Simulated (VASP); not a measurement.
A run of VASP 6.6.1 is set up as follows.

File INCAR:

```
PREC = Accurate
ENCUT = 600
EDIFF = 1E-6
ISMEAR = 0
SIGMA = 0.1
LREAL = F
LASPH = T
NELM = 60
ALGO = Normal
ISIF = 3
LWAVE = F
LCHARG = F
GGA = PE
IBRION = 2
NSW = 100
EDIFFG = -0.01
```

Contents of KPOINTS:

```
regular mesh
0
Gamma
  6 6 12
```

File POSCAR:

```
Sb
1.0
    7.9914886216      0.0000000000      0.0000000000
    0.0000000000      7.9914886216      0.0000000000
    0.0000000000      0.0000000000      3.0700548271
Sb
6
Direct
    0.5000000000      0.5000000000      0.0000000000
    0.0000000000      0.0000000000      0.0000000000
    0.8675620372      0.6324379628      0.0000000000
    0.1324379628      0.3675620372      0.0000000000
    0.6324379628      0.1324379628      0.0000000000
    0.3675620372      0.8675620372      0.0000000000
```

Potentials or basis: VASP PAW PBE potentials, release 64 (Sb).

Launch:

```bash
$ cat potpaw_PBE.64/Sb/POTCAR > POTCAR
$ mpirun -np 1 vasp_std > vasp.out
```

**Question.** Estimate the space group after relaxing (to 0.05 Å).

**Answer.** P4/mbm (No. 127).

**Question.** Predict the relaxed cell.

**Answer.** a = 7.917 Å, b = 7.917 Å, c = 3.137 Å, α = 90.00°, β = 90.00°, γ = 90.00°.

The path:
```tsv
step	energy change (eV)	largest force (eV/Å)	pressure (GPa)	volume (Å³)
1	0.0000	0.1569	0.07	196.07
2	-0.0511	0.1263	-0.02	196.34
3	-0.0567	0.1289	-0.06	196.29
4	-0.0567	0.1292	-0.06	196.29
5	-0.0593	0.0812	0.06	195.97
6	-0.0605	0.0300	0.19	195.65
7	-0.0605	0.0172	0.21	195.58
8	-0.0613	0.0041	-0.04	196.82
9	-0.0613	0.0004	0.00	196.60
```
